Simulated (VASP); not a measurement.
# Ba3Sn (L12 type) (Pm-3m) in VASP: notebook, part 2 of 2

VASP 6.6.1. Earlier steps stand in the parts before.

**3. Single point, LDA**

The input, INCAR:

```
PREC = Accurate
ENCUT = 520
EDIFF = 1E-7
ISMEAR = -1
SIGMA = 0.05
LREAL = False
LASPH = True
NELM = 100
ALGO = Normal
ISIF = 2
LWAVE = False
LCHARG = False
GGA = CA
NBANDS = 30
```

The input, KPOINTS:

```
Automatic mesh
0
Gamma
  6 6 6
```

The input, POSCAR:

```
Ba3Sn
1.0
    5.3370903230      0.0000000000      0.0000000000
    0.0000000000      5.3370903230      0.0000000000
    0.0000000000      0.0000000000      5.3370903230
Sn Ba
1 3
Direct
    0.0000000000      0.0000000000      0.0000000000
    0.0000000000      0.5000000000      0.5000000000
    0.5000000000      0.0000000000      0.5000000000
    0.5000000000      0.5000000000      0.0000000000
```

Potentials or basis: VASP PAW LDA potentials, release 64 (Sn_d, Ba_sv).

The run is started by

```bash
> cat potpaw_LDA.64/Sn_d/POTCAR potpaw_LDA.64/Ba_sv/POTCAR > POTCAR
> mpirun -np 1 vasp_std > vasp.out
```

Run time: 2.2 min. Hardware: 1 thread of Intel Xeon 8259CL, shared host; peak memory 0.25 GiB.

Results (log left out):

```yaml
Free_energy: -12.9089 eV
Pressure: 0.5 GPa
Band_gap_on_the_k_mesh: zero (band 22 reaches 4.45 eV, above the bottom of band 23 at 3.55 eV)
```

Levels at points of the mesh, in eV from the Fermi level:
| k point | band 19 | band 20 | band 21 | band 22 | band 23 | band 24 | band 25 | band 26 |
| --- | --- | --- | --- | --- | --- | --- | --- | --- |
| (0.00, 0.00, 0.00) | -2.13 | -0.41 | -0.41 | -0.23 | -0.23 | -0.23 | 0.44 | 0.44 |
| (0.50, 0.00, 0.00) | -2.39 | -0.80 | -0.80 | -0.71 | 0.20 | 1.17 | 2.07 | 2.16 |
| (0.50, 0.50, 0.00) | -1.43 | -1.43 | -1.40 | 0.66 | 0.66 | 0.84 | 1.27 | 2.16 |
| (0.50, 0.50, 0.50) | -0.62 | -0.62 | -0.62 | -0.16 | -0.16 | -0.16 | 2.01 | 2.01 |

Caveat: spin-orbit coupling is left out, which moves the levels of the heavy elements.

**4. Single point, LDA**

The input, INCAR:

```
SYSTEM = Ba3Sn
ALGO = Normal ; EDIFF = 1E-6
ENCUT = 520 ; GGA = CA
ISIF = 2 ; ISMEAR = -1
LASPH = .TRUE. ; LCHARG = .FALSE.
LREAL = .FALSE. ; LWAVE = .FALSE.
NBANDS = 30 ; NELM = 80
PREC = Accurate ; SIGMA = 0.05
```

The input, KPOINTS:

```
k-points
0
G
  6 6 6
  0 0 0
```

POSCAR is that of step 3.

Potentials or basis: VASP PAW LDA potentials, release 64 (Sn_d, Ba_sv).

The run is started by

```bash
> cat potpaw_LDA.64/Sn_d/POTCAR potpaw_LDA.64/Ba_sv/POTCAR > POTCAR
> mpirun -np 1 vasp_std > vasp.out
```

OUTCAR:

```text
SYSTEM = Ba3Sn
   EDIFF = 1E-6
   ENCUT = 520
   GGA = CA
   ISIF = 2
   ISMEAR = -1
   LASPH = .TRUE.
   LREAL = .FALSE.
   NELM = 80
   PREC = Accurate

 ion  position               nearest neighbor table
   1  0.000  0.000  0.000-   2 3.77   3 3.77   4 3.77   2 3.77   3 3.77   2 3.77   4 3.77   2 3.77
                             3 3.77   4 3.77   3 3.77   4 3.77
   2  0.000  0.500  0.500-   1 3.77   3 3.77   4 3.77   1 3.77   4 3.77   1 3.77   3 3.77   1 3.77
                             3 3.77   4 3.77   4 3.77   3 3.77
   3  0.500  0.000  0.500-   1 3.77   2 3.77   4 3.77   1 3.77   4 3.77   2 3.77   4 3.77   4 3.77
                             1 3.77   2 3.77   1 3.77   2 3.77
   4  0.500  0.500  0.000-   1 3.77   2 3.77   3 3.77   2 3.77   3 3.77   1 3.77   3 3.77   3 3.77
                             1 3.77   2 3.77   2 3.77   1 3.77

  LATTYP: Found a simple cubic cell.
 ALAT       =     5.3370903230

  Lattice vectors:

 A1 = (   5.3370903230,   0.0000000000,   0.0000000000)
 A2 = (   0.0000000000,   5.3370903230,   0.0000000000)
 A3 = (   0.0000000000,   0.0000000000,   5.3370903230)

Analysis of symmetry for initial positions (statically):
[... 172 lines left out ...]
 E-fermi :   3.7827     XC(G=0):  -9.3459

 val. band max:        3.7596545607   @ k =   0.5000   0.3333   0.3333
 cond. band min:       3.8472223084   @ k =   0.3333   0.0000   0.0000
 fundamental gap:      0.0875677477
 Fermi energy:         3.7826800511

 k-point     1 :       0.0000    0.0000    0.0000
  band No.  band energies     occupation
      1     -24.7119      2.00000
      2     -24.4033      2.00000
      3     -24.4033      2.00000
      4     -16.5596      2.00000
      5     -16.5596      2.00000
      6     -16.5596      2.00000
[... 649 lines left out ...]
     29       6.8094      0.00000
     30       6.8124      0.00000

------------------------ aborting loop because EDIFF is reached ----------------------------------------

  FORCE on cell =-STRESS in cart. coord.  units (eV):
  Direction    XX          YY          ZZ          XY          YZ          ZX
  --------------------------------------------------------------------------------------
  -------------------------------------------------------------------------------------
  Total        0.4285606      0.4285606      0.4285606      0.0000000      0.0000000      0.0000000
  in kB        4.5165742      4.5165742      4.5165742      0.0000000      0.0000000      0.0000000
  external PRESSURE =       4.5165742 kB  Pullay stress =       0.0000000 kB

 VOLUME and BASIS-vectors are now :
 -----------------------------------------------------------------------------
  energy-cutoff  :      520.00
  volume of cell :      152.02
      direct lattice vectors                 reciprocal lattice vectors
     5.337090323  0.000000000  0.000000000     0.187368011  0.000000000  0.000000000
     0.000000000  5.337090323  0.000000000     0.000000000  0.187368011  0.000000000
     0.000000000  0.000000000  5.337090323     0.000000000  0.000000000  0.187368011

 POSITION                                       TOTAL-FORCE (eV/Angst)
 -----------------------------------------------------------------------------------
      0.00000      0.00000      0.00000         0.000000      0.000000      0.000000
      0.00000      2.66855      2.66855         0.000000      0.000000      0.000000
      2.66855      0.00000      2.66855         0.000000      0.000000      0.000000
      2.66855      2.66855      0.00000         0.000000      0.000000      0.000000
 -----------------------------------------------------------------------------------
    total drift:                               -0.000000     -0.000000     -0.000000

  FREE ENERGIE OF THE ION-ELECTRON SYSTEM (eV)
  ---------------------------------------------------
  free  energy   TOTEN  =       -12.9089497695 eV

  energy  without entropy=      -12.8815000548  energy(sigma->0) =      -12.89522491
```

Wall time 2.3 min (1 thread of Intel Xeon 8259CL, shared host); peak memory 0.25 GiB.

Results:

```
Free energy            : -12.9089 eV
Pressure               : 0.5 GPa
Band gap on the k mesh : zero (band 22 reaches 4.45 eV, above the bottom of band 23 at 3.55 eV)
```

Levels at points of the mesh, in eV from the Fermi level:
```csv
k point,band 19,band 20,band 21,band 22,band 23,band 24,band 25,band 26
"(0.00, 0.00, 0.00)",-2.13,-0.41,-0.41,-0.23,-0.23,-0.23,0.44,0.44
"(0.50, 0.00, 0.00)",-2.39,-0.80,-0.80,-0.71,0.20,1.17,2.07,2.16
"(0.50, 0.50, 0.00)",-1.43,-1.43,-1.40,0.66,0.66,0.84,1.27,2.16
"(0.50, 0.50, 0.50)",-0.62,-0.62,-0.62,-0.16,-0.16,-0.16,2.01,2.01
```

Caveat: spin-orbit coupling is left out, which moves the levels of the heavy elements.

**5. Single point, LDA, collinear spin, ferromagnetic start**

The input, INCAR:

```
SYSTEM = Ba3Sn
ALGO     = Normal         ! electronic algorithm
EDIFF    = 1E-6           ! SCF threshold, eV
ENCUT    = 520            ! plane-wave cutoff, eV
GGA      = CA             ! functional
ISIF     = 2              ! what is computed and relaxed
ISMEAR   = -1             ! smearing method
ISPIN    = 2              ! spin polarisation
LASPH    = .True.         ! aspherical terms in the spheres
LCHARG   = .False.        ! write CHGCAR
LORBIT   = 11             ! projections on sites
LREAL    = .False.        ! projectors in reciprocal space
LWAVE    = .False.        ! write WAVECAR
MAGMOM   = 0.2 0.2 0.2 0.2 ! initial moments
NBANDS   = 34             ! bands
NELM     = 150            ! most SCF steps
PREC     = Accurate       ! precision mode
SIGMA    = 0.05           ! smearing width, eV
```

The input, KPOINTS:

```
k-points
0
Gamma
  6 6 6
  0 0 0
```

POSCAR is that of step 4.

The run is started by

```bash
> cat potpaw_LDA.64/Sn_d/POTCAR potpaw_LDA.64/Ba_sv/POTCAR > POTCAR
> mpirun -np 1 vasp_std > vasp.out
```

It took 6.1 min on 1 thread of Intel Xeon 8259CL, shared host; peak memory 0.31 GiB.

The run converged. Its results:

| Quantity | Value |
| --- | --- |
| Free energy | -12.9089 eV |
| Pressure | 0.5 GPa |
| Band gap on the k mesh | zero (filled and empty bands overlap) |
| Net moment | 0.00 μB per cell |
| Valence electrons inside the program's atomic spheres | Sn 12.29; Ba 8.04 |

Levels at points of the mesh, in eV from the Fermi level:
Spin up:
```csv
k point,band 20,band 21,band 22,band 23,band 24,band 25
"(0.00, 0.00, 0.00)",-0.41,-0.41,-0.23,-0.23,-0.23,0.44
"(0.50, 0.00, 0.00)",-0.80,-0.80,-0.71,0.20,1.17,2.07
"(0.50, 0.50, 0.00)",-1.43,-1.40,0.66,0.66,0.84,1.27
"(0.50, 0.50, 0.50)",-0.62,-0.62,-0.16,-0.16,-0.16,2.01
```
Spin down:
| k point | band 20 | band 21 | band 22 | band 23 | band 24 | band 25 |
| --- | --- | --- | --- | --- | --- | --- |
| (0.00, 0.00, 0.00) | -0.41 | -0.41 | -0.23 | -0.23 | -0.23 | 0.44 |
| (0.50, 0.00, 0.00) | -0.80 | -0.80 | -0.71 | 0.20 | 1.17 | 2.07 |
| (0.50, 0.50, 0.00) | -1.43 | -1.40 | 0.66 | 0.66 | 0.84 | 1.27 |
| (0.50, 0.50, 0.50) | -0.62 | -0.62 | -0.16 | -0.16 | -0.16 | 2.01 |

Caveat: spin-orbit coupling is left out, which moves the levels of the heavy elements.
